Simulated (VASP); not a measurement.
The system is ZrAg3.

```
Zr Ag
1.0
     4.27264    0.00000    0.00000
     0.00000    4.27264    0.00000
     0.00000    0.00000    4.27264
Zr Ag
1 3
Cartesian
  0.0000 0.0000 0.0000
  0.0000 2.1363 2.1363
  2.1363 2.1363 0.0000
  2.1363 0.0000 2.1363
```

Base run:

```yaml
Program: VASP 6.6.1
Functional: PBE
Potentials_or_basis: VASP PAW PBE potentials, release 64 (Zr_sv, Ag)
Cutoff: 520 eV
k_mesh: 8 × 8 × 8
Occupations: gaussian, width 0.05 eV
Spin: no spin polarisation
```

Its results: band gap on the k mesh zero (an odd number of electrons rules out a gap without spin polarisation); pressure 0.0 GPa.

Task: The run is repeated on the same cell with these changes: functional from PBE to LDA; potentials or basis from VASP PAW PBE potentials, release 64 (Zr_sv, Ag) to VASP PAW LDA potentials, release 64 (Zr_sv, Ag). What comes out?

Result: Band gap on the k mesh zero (an odd number of electrons rules out a gap without spin polarisation); pressure -8.9 GPa.

Caveats: the cell stands under tension (at least some runs).
